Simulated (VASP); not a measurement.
Set up this calculation in VASP 6.6.1, as the native input.

```yaml
Task: single point
Functional: PBE
Potentials_or_basis: VASP PAW PBE potentials, release 64 (Ba_sv)
Cutoff: 520 eV
k_mesh: 10 × 10 × 9
Occupations: fermi-dirac, width 0.08 eV
Spin: no spin polarisation
Dipole_correction: no
Further_INCAR_settings: ALGO = Normal; EDIFF = 1e-06; NBANDS = 11
```

The structure of Ba lies in POSCAR:

```
Ba
1.0
    4.1201239747      0.0000000000      0.0000000000
   -2.0600619874      3.5681320288      0.0000000000
    0.0000000000      0.0000000000      3.8071235110
Ba
1
Direct
    0.0000000000      0.0000000000      0.0000000000
```

This cell differs from its parent crystal: volume scaled by 0.9.

These files were run (other wordings do the same):

INCAR

```
PREC = Accurate ; ENCUT = 520
EDIFF = 1E-6 ; ISMEAR = -1
SIGMA = 0.08 ; LREAL = F
LASPH = T ; NELM = 80
ALGO = Normal ; ISIF = 2
LWAVE = F ; LCHARG = F
GGA = PE ; NBANDS = 11
```

KPOINTS

```
Automatic mesh
0
Gamma
  10 10 9
```

Potentials or basis: VASP PAW PBE potentials, release 64 (Ba_sv).

Command:

```sh
$ cat potpaw_PBE.64/Ba_sv/POTCAR > POTCAR
$ mpirun -np 1 vasp_std > vasp.out
```

Results of the run:

The pressure is 1.1 GPa. The band gap on the k mesh is zero (band 5 reaches 2.49 eV, above the bottom of band 6 at 1.91 eV).

Caveat: spin-orbit coupling is left out, which moves the levels of the heavy elements.

Run time: 11 s on 1 thread of Intel(R) Xeon(R) 6975P-C (Granite Rapids), on a shared host, peak memory 0.19 GiB.
